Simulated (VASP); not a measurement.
Crystal: Te2Mo.

```xyz
6
Lattice="3.5182 0.0000 0.0000 -1.7591 3.0469 0.0000 0.0000 0.0000 13.9736" Properties=species:S:1:pos:R:3 pbc="T T T"
Te    0.0000    2.0312    8.6776
Te    1.7591    1.0156    1.6908
Te    0.0000    2.0312   12.2828
Te    1.7591    1.0156    5.2960
Mo    0.0000    2.0312    3.4934
Mo    1.7591    1.0156   10.4802
```

Base run:

* Program: VASP 6.6.1
* Functional: PBEsol
* Potentials or basis: VASP PAW PBE potentials, release 64 (Te, Mo_sv)
* Cutoff: 520 eV
* k mesh: 9 × 9 × 2
* Occupations: fermi-dirac, width 0.1 eV
* Spin: no spin polarisation

Its results: band gap on the k mesh 0.75 eV (least direct gap 1.04 eV); pressure -1.0 GPa; largest force 0.060 eV/Å.

Q: After a change of settings the same cell gave: band gap on the k mesh 0.99 eV; pressure -1.3 GPa; largest force 0.364 eV/Å. Which change was it?
A. k mesh from 9 × 9 × 2 to 5 × 5 × 1; further incar settings from ALGO = Normal; EDIFF = 1e-06; NBANDS = 35 to ALGO = Normal; EDIFF = 1e-07; NBANDS = 35
B. k mesh from 9 × 9 × 2 to 6 × 6 × 2
C. k mesh from 9 × 9 × 2 to 3 × 3 × 1
D. k mesh from 9 × 9 × 2 to 7 × 7 × 2; further incar settings from ALGO = Normal; EDIFF = 1e-06; NBANDS = 35 to ALGO = Normal; EDIFF = 1e-07; NBANDS = 35

A: C.

Caveats: some runs use coarse meshes; the PAW data sets were made with another functional, which shifts forces and pressure a little; spin-orbit coupling is left out, which moves the levels of the heavy elements; this functional lacks dispersion, which binds layers or chains, so the pressure and a relaxed spacing across them are unreliable; semilocal functionals underestimate gaps, and a narrow one can read as zero (at least some runs).
